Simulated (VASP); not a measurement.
Here is a VASP 6.6.1 calculation.

File INCAR:

```
SYSTEM = Mg
  PREC = Accurate
  ENCUT = 520
  EDIFF = 1E-6
  ISMEAR = 1
  SIGMA = 0.05
  LREAL = .False.
  LASPH = .True.
  NELM = 60
  ALGO = Normal
  ISIF = 2
  LWAVE = .False.
  LCHARG = .False.
  GGA = PE
  NBANDS = 7
```

KPOINTS

```
regular mesh
0
Gamma
  9 9 9
  0 0 0
```

File POSCAR:

```
Mg
1.0
    0.0000000000      2.2628044114      2.2628044114
    2.2628044114      0.0000000000      2.2628044114
    2.2628044114      2.2628044114      0.0000000000
Mg
1
Direct
    0.0000000000      0.0000000000      0.0000000000
```

Potentials or basis: VASP PAW PBE potentials, release 64 (Mg).

The run is started by

```sh
$ cat potpaw_PBE.64/Mg/POTCAR > POTCAR
$ mpirun -np 1 vasp_std > vasp.out
```

Problem. Estimate the band gap on the k mesh.

Solution. Zero (band 1 reaches 3.17 eV, above the bottom of band 2 at 1.76 eV).

Problem. Estimate the pressure.

Solution. -0.2 GPa.
